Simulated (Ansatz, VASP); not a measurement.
# GaSb in VASP and in Ansatz

Contents of POSCAR:

```
GaSb
1.0
    0.0000000000      3.0658848213      3.0658848213
    3.0658848213      0.0000000000      3.0658848213
    3.0658848213      3.0658848213      0.0000000000
Ga Sb
1 1
Direct
    0.0000000000      0.0000000000      0.0000000000
    0.2500000000      0.2500000000      0.2500000000
```

INCAR.step1

```
SYSTEM = GaSb
PREC = Accurate ; ENCUT = 520
EDIFF = 1E-5 ; ISMEAR = -1
SIGMA = 0.02 ; LREAL = .False.
LASPH = .True. ; NELM = 100
ALGO = Normal ; ISIF = 2
LWAVE = .True. ; NBANDS = 16
GGA = PE
```

File INCAR.step2:

```
SYSTEM = GaSb
PREC = Accurate ; ENCUT = 520
EDIFF = 1E-6 ; ISMEAR = -1
SIGMA = 0.02 ; LREAL = .False.
LASPH = .True. ; NELM = 100
ALGO = Normal ; ISIF = 2
LWAVE = .False. ; LCHARG = .True.
GGA = PE ; LHFCALC = .True.
HFSCREEN = 0.2079 ; PRECFOCK = Normal
LELF = .True. ; LVHAR = .True.
NBANDS = 16 ; ISTART = 1
```

KPOINTS

```
Automatic mesh
0
Gamma
  4 4 4
  0 0 0
```

Input for Ansatz:

```yaml
crystal:
  lattice:
    - [0.0, 3.0658848213, 3.0658848213]
    - [3.0658848213, 0.0, 3.0658848213]
    - [3.0658848213, 3.0658848213, 0.0]
  atoms:
    - { symbol: Ga, position: [0.0, 0.0, 0.0] }
    - { symbol: Sb, position: [0.25, 0.25, 0.25] }
kpoints:
  mp_grid: { grid: [4, 4, 4] }
hamiltonian:
  xc: hse06
scf:
  occupations: { method: fermi_dirac, width: 0.02 }
  n_extra_bands: 4
output:
  forces: true
  stress: true
  eigenvalues: true
```

Alike in both runs: task single point; functional HSE06; k mesh 4 × 4 × 4; occupations fermi-dirac, width 0.02 eV; no spin polarisation.

```csv
,VASP,Ansatz
version,VASP 6.6.1,Ansatz 0.2.0
potentials or method,"VASP PAW PBE potentials, release 64 (Ga_d, Sb)","plane waves, PAW"
plane-wave cutoff (eV),520,420
valence electrons in the cell,18,28
```

Ansatz gave:

- gap on the k mesh at the Fermi level (eV): 0.83
- pressure (GPa): 0.4

**Question.** Estimate VASP's values.

**Answer.** gap on the k mesh at the Fermi level (eV): 0.85; pressure (GPa): -0.1.

With one functional, cell and mesh, what is left measures potentials, basis and numerics. VASP's potentials hold 18 valence electrons a cell and Ansatz's 28, so a difference there can come from the potentials and not from the codes. Ansatz's warnings: stress exchange threshold loose, stress scf threshold loose.

The k mesh is coarse, so the values compare programs but aren't converged. Neither program's run includes spin-orbit coupling.
